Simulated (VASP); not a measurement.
Wanted: the native input for a VASP 6.6.1 run.

```yaml
Task: single point
Functional: PBEsol
Potentials_or_basis: VASP PAW PBE potentials, release 64 (Ir)
Cutoff: 520 eV
k_mesh: 18 × 18 × 18
Occupations: gaussian, width 0.1 eV
Spin: no spin polarisation
Dipole_correction: no
Further_INCAR_settings: ALGO = Fast; EDIFF = 1e-06; NBANDS = 10
```

The structure of Ir lies in POSCAR:

```
Ir
1.0
    0.0000000000      1.9136090122      1.9136090122
    1.9136090122      0.0000000000      1.9136090122
    1.9136090122      1.9136090122      0.0000000000
Ir
1
Direct
    0.0000000000      0.0000000000      0.0000000000
```

One way to write it, as run:

INCAR

```
PREC = Accurate
ENCUT = 520
EDIFF = 1E-6
ISMEAR = 0
SIGMA = 0.1
LREAL = F
LASPH = T
NELM = 100
ALGO = Fast
ISIF = 2
LWAVE = F
LCHARG = F
GGA = PS
NBANDS = 10
```

KPOINTS

```
regular mesh
0
Gamma
  18 18 18
```

Potentials or basis: VASP PAW PBE potentials, release 64 (Ir).

Launch:

```console
$ cat potpaw_PBE.64/Ir/POTCAR > POTCAR
$ mpirun -np 1 vasp_std > vasp.out
```

Results of the run:

```json
{"Pressure": "1.8 GPa"}
```

Caveat: the PAW data sets were made with another functional, which shifts forces and pressure a little.

It took 25 s on 1 thread of AMD EPYC 7R43 64-Core Processor (Zen 3), with other jobs on the host, peak memory 0.11 GiB.
